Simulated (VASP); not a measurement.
# P (Imma) in VASP: further runs

The runs below take P through relaxation of cell and atoms, with PBE, PBE+D3(BJ), PBE+D4.

Everything below comes from runs of VASP 6.6.1. Logs are shortened: lines on timing, memory, paths and dates and some standing lists are left out, and cuts for length are marked.

## Step 1: The cell of the first run

The structure is orthorhombic, space group Imma (No. 74). The conventional cell has a = 3.383 Å, b = 5.030 Å, c = 3.718 Å, α = 90.00°, β = 90.00°, γ = 90.00°. Within 3.0 Å of P (site symmetry mm2) lie 6 P at 2.24 to 2.82 Å.

## Step 2: Relaxation of cell and atoms, PBE

Input file INCAR:

```
PREC = Accurate
ENCUT = 600
EDIFF = 1E-6
ISMEAR = -1
SIGMA = 0.05
LREAL = F
LASPH = T
NELM = 80
ALGO = Normal
ISIF = 3
LWAVE = F
LCHARG = F
GGA = PE
IBRION = 2
NSW = 60
EDIFFG = -0.01
```

Input file KPOINTS:

```
regular mesh
0
Gamma
  11 11 11
```

Input file POSCAR:

```
P
1.0
   -1.6915100431      2.5151650373      1.8589441358
    1.6915100431     -2.5151650373      1.8589441358
    1.6915100431      2.5151650373     -1.8589441358
P
2
Direct
    0.6966908900      0.9466908900      0.7500000000
    0.3033091100      0.0533091100      0.2500000000
```

Potentials or basis: VASP PAW PBE potentials, release 64 (P).

Run with:

```
> cat potpaw_PBE.64/P/POTCAR > POTCAR
> mpirun -np 1 vasp_std > vasp.out
```

OUTCAR:

```text
PREC = Accurate
   ENCUT = 600
   EDIFF = 1E-6
   ISMEAR = -1
   LREAL = F
   LASPH = T
   NELM = 80
   ISIF = 3
   GGA = PE
   IBRION = 2
   NSW = 60
   EDIFFG = -0.01

 ion  position               nearest neighbor table
   1  0.697  0.947  0.750-   2 2.24   2 2.24   2 2.55   2 2.55   2 2.82   2 2.82
   2  0.303  0.053  0.250-   1 2.24   1 2.24   1 2.55   1 2.55   1 2.82   1 2.82

  LATTYP: Found a body centered orthorhombic cell.
 ALAT       =     3.3830200862
 B/A-ratio  =     1.0989849829
 C/A-ratio  =     1.4869347348

  Lattice vectors:

 A1 = (   1.6915100431,  -2.5151650373,  -1.8589441358)
 A2 = (  -1.6915100431,  -2.5151650373,   1.8589441358)
 A3 = (  -1.6915100431,   2.5151650373,  -1.8589441358)

Analysis of symmetry for initial positions (statically):
=====================================================================
 Subroutine PRICEL returns:
 Original cell was already a primitive cell.

 Routine SETGRP: Setting up the symmetry group for a
 body centered orthorhombic supercell.

 Subroutine GETGRP returns: Found  8 space group operations
 (whereof  4 operations were pure point group operations)
 out of a pool of  8 trial point group operations.

The static configuration has the point symmetry C_2h.
 The point group associated with its full space group is D_2h.

Analysis of symmetry for dynamics (positions and initial velocities):
=====================================================================
 Subroutine PRICEL returns:
 Original cell was already a primitive cell.

 Routine SETGRP: Setting up the symmetry group for a
 body centered orthorhombic supercell.

 Subroutine GETGRP returns: Found  8 space group operations
 (whereof  4 operations were pure point group operations)
 out of a pool of  8 trial point group operations.

The dynamic configuration has the point symmetry C_2h.
 The point group associated with its full space group is D_2h.

 Subroutine INISYM returns: Found  8 space group operations
 (whereof  4 operations are pure point group operations),
 and found     1 'primitive' translations

----------------------------------------------------------------------------------------

                                     Primitive cell

  volume of cell :      31.6350

  direct lattice vectors                    reciprocal lattice vectors
    -1.691510043  2.515165037  1.858944136     0.000000000  0.198794112  0.268969890
     1.691510043 -2.515165037  1.858944136     0.295593870  0.000000000  0.268969890
     1.691510043  2.515165037 -1.858944136     0.295593870  0.198794112  0.000000000

  length of vectors
     3.555690466  3.555690466  3.555690466     0.334460612  0.399650520  0.356223013

  position of ions in fractional coordinates (direct lattice)
     0.696690890  0.946690890  0.750000000
     0.303309110  0.053309110  0.250000000

  ion indices of the primitive-cell ions
   primitive index   ion index
                 1           1
                 2           2

----------------------------------------------------------------------------------------

 KPOINTS: regular mesh

Automatic generation of k-mesh.
 Grid dimensions read from file:
 generate k-points for:   11   11   11

 Generating k-lattice:

  Cartesian coordinates                     Fractional coordinates (reciprocal lattice)
     0.000000000  0.018072192  0.024451808     0.090909091 -0.000000000  0.000000000
     0.026872170  0.000000000  0.024451808    -0.000000000  0.090909091  0.000000000
     0.026872170  0.018072192  0.000000000     0.000000000  0.000000000  0.090909091

  Length of vectors
     0.030405510  0.036331865  0.032383910

  Shift w.r.t. Gamma in fractional coordinates (k-lattice)
     0.000000000  0.000000000  0.000000000

 Subroutine IBZKPT returns following result:
 ===========================================

 Found    216 irreducible k-points:

 Following reciprocal coordinates:
            Coordinates               Weight
  0.000000  0.000000  0.000000      1.000000
  0.090909  0.000000 -0.000000      4.000000
  0.181818 -0.000000  0.000000      4.000000
  0.272727  0.000000  0.000000      4.000000
  0.363636  0.000000 -0.000000      4.000000
  0.454545  0.000000 -0.000000      4.000000
[... 16 lines left out ...]
  0.454545  0.181818  0.000000      8.000000
 -0.454545  0.181818 -0.000000      8.000000
 [... further k-points ...]
   k-points           NKPTS =    216   k-points in BZ     NKDIM =    216   number of bands    NBANDS=      9
   number of dos      NEDOS =    301   number of ions     NIONS =      2
   total plane-waves  NPLWV =  21952
   dimension x,y,z NGX =    28 NGY =   28 NGZ =   28
   dimension x,y,z NGXF=    56 NGYF=   56 NGZF=   56
   ions per type =               2
   NGX,Y,Z   is equivalent  to a cutoff of  13.09, 13.09, 13.09 a.u.
   NGXF,Y,Z  is equivalent  to a cutoff of  26.18, 26.18, 26.18 a.u.
 SYSTEM =  unknown system
   PREC   = accura    normal or accurate (medium, high low for compatibility)
   ISTART =      0    job   : 0-new  1-cont  2-samecut
   ICHARG =      2    charge: 1-file 2-atom 10-const
   ISPIN  =      1    spin polarized calculation?
   LNONCOLLINEAR =      F non collinear calculations
   LSORBIT =      F    spin-orbit coupling
   LASPH  =      T    aspherical Exc in radial PAW
   ENCUT  =  600.0 eV  44.10 Ry    6.64 a.u.   7.10  7.10  7.10*2*pi/ulx,y,z
   NELM   =     80;   NELMIN=  2; NELMDL= -5     # of ELM steps
   EDIFF  = 0.1E-05   stopping-criterion for ELM
   LREAL  =      F    real-space projection
   EDIFFG = -.1E-01   stopping-criterion for IOM
   NSW    =     60    number of steps for IOM
   IBRION =      2    ionic relax: 0-MD 1-quasi-New 2-CG
   NFREE  =      1    steps in history (QN), initial steepest desc. (CG)
   ISIF   =      3    stress and relaxation
   ISYM   =      2    0-nonsym 1-usesym 2-fastsym
   POTIM  = 0.5000    time-step for ionic-motion
   TEBEG  =    0.0;   TEEND  =   0.0 temperature during run
   PSTRESS=    0.0 pullay stress
   NELECT =      10.0000    total number of electrons
   NUPDOWN=      -1.0000    fix difference up-down
   EMIN   =  10.00;   EMAX   =-10.00  energy-range for DOS
   EFERMI =   0.00;   METHOD = LEGACY
   ISMEAR =    -1;   SIGMA  =   0.05  broadening in eV -4-tet -1-fermi 0-gaus
   EFERMI_NEDOS =   21; number of points for ismear=-14 and -15
   IALGO  =     38    algorithm
   IMIX   =      4    mixing-type and parameters
     AMIX     =   0.40;   BMIX     =  1.00
     AMIX_MAG =   1.60;   BMIX_MAG =  1.00
  volume/ion in A,a.u.               =      15.82       106.74
  Fermi-wavevector in a.u.,A,eV,Ry     =   1.115199  2.107421 16.921141  1.243669
  Thomas-Fermi vector in A             =   2.251801
   LORBIT       =      0    0 simple, 1 ext, 2 COOP (PROOUT), +10 PAW based schemes
   GGA     = PE    functional components
   LHFCALC =     F    Hartree Fock is set to
   AEXX    =    0.0000 exact exchange contribution
   IVDW    =     0    specifies the selected vdW correction
   LEPSILON=     F    determine dielectric tensor
   LRPA    =     F    only Hartree local field effects (RPA)
 conjugate gradient relaxation of ions
 non-spin polarized calculation
  energy-cutoff  :      600.00
  volume of cell :       31.63
 maximum number of plane-waves:      1074
   NGX = 15   NGY = 15   NGZ = 15

--------------------------------------- Ionic step        1  -------------------------------------------

 number of electron      10.0000000 magnetization

 number of electron       9.9999999 magnetization

 Free energy of the ion-electron system (eV)
  ---------------------------------------------------
  ext. energy  EPLUGINS =         0.00000000
  ---------------------------------------------------
  free energy    TOTEN  =       -10.62931936 eV

  energy without entropy =      -10.62822303  energy(sigma->0) =      -10.62877120

------------------------ aborting loop because EDIFF is reached ----------------------------------------

  FORCE on cell =-STRESS in cart. coord.  units (eV):
  Direction    XX          YY          ZZ          XY          YZ          ZX
  --------------------------------------------------------------------------------------
  -------------------------------------------------------------------------------------
  Total        0.6373273      0.3058970      0.4885331      0.0000000      0.0000000      0.0000000
  in kB       32.2779300     15.4923885     24.7421340      0.0000000      0.0000000      0.0000000
  external PRESSURE =      24.1708175 kB  Pullay stress =       0.0000000 kB
[... 273 lines left out ...]
  energy  without entropy=      -10.6362153355  energy(sigma->0) =      -10.63674564

--------------------------------------- Ionic step        9  -------------------------------------------

 number of electron      10.0000000 magnetization

 Free energy of the ion-electron system (eV)
  ---------------------------------------------------
  ext. energy  EPLUGINS =         0.00000000
  ---------------------------------------------------
  free energy    TOTEN  =       -10.63728410 eV

  energy without entropy =      -10.63623471  energy(sigma->0) =      -10.63675940

 E-fermi :   8.8451     XC(G=0): -10.8119

 val. band max:        8.7810075278   @ k =  -0.4545   0.4545   0.0000
 cond. band min:       8.8992009738   @ k =   0.4545   0.2727   0.0909
 fundamental gap:      0.1181934460
 Fermi energy:         8.8451334535

 k-point     1 :       0.0000    0.0000    0.0000
  band No.  band energies     occupation
      1      -7.4181      2.00000
      2       5.7109      2.00000
      3       5.8182      2.00000
      4       6.0593      2.00000
      5       6.6152      2.00000
      6      10.5502      0.00000
      7      11.3179      0.00000
      8      12.9283      0.00000
      9      13.9551      0.00000
[... 265 lines left out ...]
 k-point    24 :      -0.4545    0.1818   -0.0000
  band No.  band energies     occupation
      1      -5.4153      2.00000
      2      -0.4007      2.00000
      3       3.1801      2.00000
      4       6.3631      2.00000
      5       7.6340      2.00000
      6       9.3789      0.00005
      7      10.8054      0.00000
      8      13.2248      0.00000
      9      15.1041      0.00000

 [... further k-points ...]

------------------------ aborting loop because EDIFF is reached ----------------------------------------

  FORCE on cell =-STRESS in cart. coord.  units (eV):
  Direction    XX          YY          ZZ          XY          YZ          ZX
  --------------------------------------------------------------------------------------
  -------------------------------------------------------------------------------------
  Total        0.0126301      0.0114370      0.0166603      0.0000000      0.0000000      0.0000000
  in kB        0.6326752      0.5729120      0.8345622      0.0000000      0.0000000      0.0000000
  external PRESSURE =       0.6800498 kB  Pullay stress =       0.0000000 kB
[... 17 lines left out ...]
  FREE ENERGIE OF THE ION-ELECTRON SYSTEM (eV)
  ---------------------------------------------------
  free  energy   TOTEN  =       -10.6372841004 eV

  energy  without entropy=      -10.6362347076  energy(sigma->0) =      -10.63675940

 reached required accuracy - stopping structural energy minimisation
```

Run time: 91 s. Hardware: 1 thread of Intel Xeon 6975P-C (Granite Rapids), shared host; peak memory 0.2 GiB.

Results:

```
Free energy                           : -10.6373 eV
Relaxed volume                        : 15.99 Å³/atom
Relaxed cell                          : a = 3.567 Å, b = 3.567 Å, c = 3.567 Å, α = 122.77°, β = 89.98°, γ = 117.33°
Space group after relaxing (to 0.1 Å) : Imma (No. 74)
Energy gained by relaxing             : 4.0 meV/atom
Ionic steps                           : 9
Pressure after relaxing               : 0.1 GPa
Largest force after relaxing          : 0.008 eV/Å
Band gap on the k mesh                : zero (bands 5 and 6 overlap by 0.52 eV)
```

Forces on the atoms (eV/Å):
```
P    0.000  0.000  0.008
P    0.000  0.000 -0.008
```

The path:
| step | energy change (eV) | largest force (eV/Å) | pressure (GPa) | volume (Å³) |
| --- | --- | --- | --- | --- |
| 1 | 0.0000 | 0.3250 | 2.42 | 31.63 |
| 2 | -0.0022 | 0.2092 | -2.04 | 32.74 |
| 3 | -0.0074 | 0.0244 | -0.09 | 32.22 |
| 4 | -0.0074 | 0.0305 | -0.07 | 32.21 |
| 5 | -0.0076 | 0.0253 | -0.07 | 32.19 |
| 6 | -0.0077 | 0.0215 | -0.10 | 32.17 |
| 7 | -0.0079 | 0.0087 | -0.10 | 32.11 |
| 8 | -0.0080 | 0.0054 | -0.10 | 32.05 |
| 9 | -0.0080 | 0.0075 | 0.07 | 31.98 |

Final structure:
```
P
1.0
    -1.70850    2.52293    1.85505
     1.70850   -2.52293    1.85505
     1.70850    2.52293   -1.85505
P
2
Direct
  0.70067 0.95067 0.75000
  0.29933 0.04933 0.25000
```

Levels at points of the mesh, in eV from the Fermi level:
| k point | band 1 | band 2 | band 3 | band 4 | band 5 | band 6 | band 7 | band 8 | band 9 |
| --- | --- | --- | --- | --- | --- | --- | --- | --- | --- |
| (0.00, 0.00, 0.00) | -16.26 | -3.13 | -3.03 | -2.79 | -2.23 | 1.71 | 2.47 | 4.08 | 5.11 |

## Step 3: Relaxation of cell and atoms, PBE+D3(BJ)

Input file INCAR:

```
SYSTEM = P
ALGO = Normal
EDIFF = 1E-7
EDIFFG = -0.01
ENCUT = 600
GGA = PE
IBRION = 2
ISIF = 3
ISMEAR = -1
IVDW = 12
LASPH = .True.
LCHARG = .False.
LREAL = .False.
LWAVE = .False.
NELM = 80
NSW = 60
PREC = Accurate
SIGMA = 0.05
```

Input file KPOINTS:

```
k-points
0
Gamma
  11 11 11
  0 0 0
```

POSCAR is that of step 2.

Potentials or basis: VASP PAW PBE potentials, release 64 (P).

Run with:

```
> cat potpaw_PBE.64/P/POTCAR > POTCAR
> mpirun -np 1 vasp_std > vasp.out
```

Run time: 7 min. Hardware: 1 thread of Intel Xeon 6975P-C (Granite Rapids), shared host; peak memory 0.23 GiB.

Results (log left out):

| Property | Result |
| --- | --- |
| Free energy | -11.5582 eV |
| Relaxed volume | 14.13 Å³/atom |
| Relaxed cell | a = 3.421 Å, b = 3.421 Å, c = 3.421 Å, α = 120.32°, β = 89.81°, γ = 119.90° |
| Space group after relaxing (to 0.1 Å) | Imma (No. 74) |
| Energy gained by relaxing | 17.7 meV/atom |
| Ionic steps | 30 |
| Pressure after relaxing | 0.1 GPa |
| Largest force after relaxing | 0.007 eV/Å |
| Band gap on the k mesh | zero (bands 5 and 6 overlap by 1.56 eV) |
| Dispersion energy per atom | -0.500 eV |

Forces in eV/Å, atoms in the order of the input:
```
P    0.000  0.000 -0.007
P    0.000  0.000  0.007
```

Step by step:
| step | energy change (eV) | largest force (eV/Å) | pressure (GPa) | volume (Å³) |
| --- | --- | --- | --- | --- |
| 1 | 0.0000 | 0.3198 | -2.17 | 31.63 |
| 2 | -0.0171 | 0.2409 | -0.35 | 30.67 |
| 3 | -0.0203 | 0.2091 | 0.99 | 30.04 |
| 4 | -0.0298 | 0.0307 | -0.34 | 29.91 |
| 5 | -0.0305 | 0.0904 | -0.86 | 29.86 |
| 6 | -0.0325 | 0.0527 | 0.38 | 29.38 |
| 7 | -0.0326 | 0.0247 | 0.13 | 29.47 |
| 8 | -0.0329 | 0.0240 | -0.04 | 29.44 |
| 9 | -0.0329 | 0.0239 | -0.02 | 29.45 |
| 10 | -0.0330 | 0.0118 | -0.11 | 29.43 |
| 11 | -0.0330 | 0.0079 | -0.25 | 29.40 |
| 12 | -0.0330 | 0.0062 | -0.21 | 29.37 |
| 13 | -0.0331 | 0.0005 | -0.09 | 29.29 |
| 14 | -0.0332 | 0.0145 | 0.13 | 29.13 |
| 15 | -0.0332 | 0.0210 | 0.20 | 29.07 |
| 16 | -0.0332 | 0.0226 | 0.20 | 29.05 |
| 17 | -0.0333 | 0.0269 | 0.21 | 28.99 |
| 18 | -0.0336 | 0.0339 | 0.25 | 28.85 |
| 19 | -0.0340 | 0.0414 | 0.48 | 28.59 |
| 20 | -0.0338 | 0.0590 | 1.25 | 28.07 |
| 21 | -0.0341 | 0.0494 | 0.67 | 28.44 |
| 22 | -0.0342 | 0.0485 | 0.67 | 28.41 |
| 23 | -0.0344 | 0.0460 | 0.68 | 28.32 |
| 24 | -0.0347 | 0.0360 | 0.82 | 28.13 |
| 25 | -0.0349 | 0.0276 | 0.69 | 28.15 |
| 26 | -0.0352 | 0.0016 | 0.30 | 28.21 |
| 27 | -0.0349 | 0.0519 | -0.45 | 28.32 |
| 28 | -0.0353 | 0.0134 | 0.08 | 28.24 |
| 29 | -0.0353 | 0.0118 | 0.08 | 28.24 |
| 30 | -0.0353 | 0.0068 | 0.06 | 28.25 |

Final structure:
```
P
1.0
    -1.70204    2.42275    1.71296
     1.70204   -2.42275    1.71296
     1.70204    2.42275   -1.71296
P
2
Direct
  0.72770 0.97770 0.75000
  0.27230 0.02230 0.25000
```

Levels at points of the mesh, in eV from the Fermi level:
```
           k point  band 2  band 3  band 4  band 5  band 6  band 7  band 8  band 9
(0.00, 0.00, 0.00)   -2.56   -2.47   -2.29   -1.48    3.60    3.64    4.44    5.06
```

## Step 4: Relaxation of cell and atoms, PBE+D4

Input file INCAR:

```
SYSTEM = P
ALGO = Normal
EDIFF = 1E-6
EDIFFG = -0.01
ENCUT = 600
GGA = PE
IBRION = 2
ISIF = 3
ISMEAR = -1
IVDW = 13
LASPH = .True.
LCHARG = .False.
LREAL = .False.
LWAVE = .False.
NELM = 60
NSW = 60
PREC = Accurate
SIGMA = 0.05
```

KPOINTS is that of step 3.

POSCAR is that of step 3.

Run with:

```
> cat potpaw_PBE.64/P/POTCAR > POTCAR
> mpirun -np 1 vasp_std > vasp.out
```

It took 2.2 min on 1 thread of Intel Xeon 6975P-C (Granite Rapids), shared host; peak memory 0.2 GiB.

The run converged. Its results:

```
Free energy                           : -11.5889 eV
Relaxed volume                        : 14.86 Å³/atom
Relaxed cell                          : a = 3.479 Å, b = 3.479 Å, c = 3.479 Å, α = 121.67°, β = 89.89°, γ = 118.49°
Space group after relaxing (to 0.1 Å) : Imma (No. 74)
Energy gained by relaxing             : 14.3 meV/atom
Ionic steps                           : 11
Pressure after relaxing               : -0.1 GPa
Largest force after relaxing          : 0.007 eV/Å
Band gap on the k mesh                : zero (bands 5 and 6 overlap by 1.22 eV)
Dispersion energy per atom            : -0.492 eV
```

Forces in eV/Å, atoms in the order of the input:
```
P    0.000  0.000  0.007
P    0.000  0.000 -0.007
```

Stress tensor (GPa, compression positive):
```
-0.07  0.00  0.00
 0.00  0.00  0.00
 0.00  0.00 -0.09
```

Step by step:
| step | energy change (eV) | largest force (eV/Å) | pressure (GPa) | volume (Å³) |
| --- | --- | --- | --- | --- |
| 1 | 0.0000 | 0.3160 | -1.92 | 31.63 |
| 2 | -0.0152 | 0.2151 | -0.42 | 30.78 |
| 3 | -0.0183 | 0.1663 | 0.73 | 30.19 |
| 4 | -0.0264 | 0.0261 | -0.27 | 30.06 |
| 5 | -0.0270 | 0.0733 | -0.62 | 30.02 |
| 6 | -0.0285 | 0.0477 | 0.30 | 29.67 |
| 7 | -0.0285 | 0.0276 | 0.14 | 29.73 |
| 8 | -0.0286 | 0.0069 | -0.13 | 29.74 |
| 9 | -0.0286 | 0.0138 | -0.04 | 29.74 |
| 10 | -0.0286 | 0.0135 | -0.04 | 29.74 |
| 11 | -0.0287 | 0.0069 | -0.06 | 29.72 |

Final structure:
```xyz
2
Lattice="-1.6957 2.4627 1.7793 1.6957 -2.4627 1.7793 1.6957 2.4627 -1.7793" Properties=species:S:1:pos:R:3 pbc="T T T"
P     1.6957    1.2313    1.6406
P     0.0000    1.2313    0.1387
```

Levels at points of the mesh, in eV from the Fermi level:
| k point | band 1 | band 2 | band 3 | band 4 | band 5 | band 6 | band 7 | band 8 | band 9 |
| --- | --- | --- | --- | --- | --- | --- | --- | --- | --- |
| (0.00, 0.00, 0.00) | -16.80 | -2.88 | -2.72 | -2.32 | -2.28 | 2.44 | 2.88 | 4.53 | 4.73 |

## Step 5: The runs side by side

| level | gap on the mesh (eV) | pressure (GPa) | relaxed volume (Å³/atom) | largest force (eV/Å) |
| --- | --- | --- | --- | --- |
| PBE | none | 0.1 | 15.99 | 0.01 |
| PBE+D3(BJ) | none | 0.1 | 14.13 | 0.01 |
| PBE+D4 | none | -0.1 | 14.86 | 0.01 |

Alike in all rows: task relaxation of cell and atoms; potentials or basis VASP PAW PBE potentials, release 64 (P); no spin polarisation; cell relaxed; k mesh 11 × 11 × 11; cutoff (eV) 600; smearing fermi-dirac 0.05 eV.

Total energies depend on the potentials used, so only differences within one code and one set of settings carry meaning.

The gap in the log of VASP goes by the Fermi energy; the results here count the filled bands.